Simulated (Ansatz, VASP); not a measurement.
**B in VASP and in Ansatz**

Contents of INCAR:

```
PREC = Accurate
ENCUT = 520
EDIFF = 1E-6
ISMEAR = -1
SIGMA = 0.1
LREAL = F
LASPH = T
NELM = 80
ALGO = Normal
ISIF = 2
LWAVE = F
LCHARG = F
GGA = RP
NBANDS = 10
```

KPOINTS

```
regular mesh
0
Gamma
  22 22 12
```

The input POSCAR:

```
B
1.0
   -4.1529142895      4.3382239997      0.8091401036
    4.3382239997     -4.1529142895      0.8091401036
    2.0525262752      2.0525262752     -0.4697450301
B
2
Direct
    0.0859552330      0.9140447670      1.0000000000
    0.6640447670      0.3359552330      0.5000000000
```

Input for Ansatz:

```yaml
crystal:
  lattice:
    - [-4.1529142895, 4.3382239997, 0.8091401036]
    - [4.3382239997, -4.1529142895, 0.8091401036]
    - [2.0525262752, 2.0525262752, -0.4697450301]
  atoms:
    - { symbol: B, position: [0.085955233, 0.914044767, 1.0] }
    - { symbol: B, position: [0.664044767, 0.335955233, 0.5] }
hamiltonian:
  xc: rpbe
  pseudopotentials:
    kind: paw
    azcp:
      B: "pseudopotentials/B.paw.azcp"
basis:
  ecutwfc: 420
  fft_grid_basis: typed
kpoints:
  mp_grid: { grid: [22, 22, 12], shift: [0, 0, 0] }
magnetization:
  spin_polarized: false
scf:
  occupations: { method: fermi_dirac, width: 0.1 }
  lower_state_search: "off"
output:
  stress: true
  write_density: true
  write_potential: true
  elf: true
  volumetric_format: npy
```

Alike in both runs: task single point; functional RPBE; k mesh 22 × 22 × 12; occupations fermi-dirac, width 0.1 eV; no spin polarisation.

|  | VASP | Ansatz |
| --- | --- | --- |
| version | VASP 6.6.1 | Ansatz 0.2.0 |
| potentials or method | VASP PAW PBE potentials, release 64 (B), cutoff 520 eV | plane waves (420 eV) with PAW, scalar-relativistic |
| valence electrons in the cell | 6 | 6 |

```tsv
	VASP	Ansatz	Ansatz less VASP
pressure (GPa)	-4.2	-4.1	+0.07
traceless stress, the component that is largest in VASP (GPa)	-3.57	-3.62	-0.047
```

VASP's potentials were made for PBE, not for RPBE.
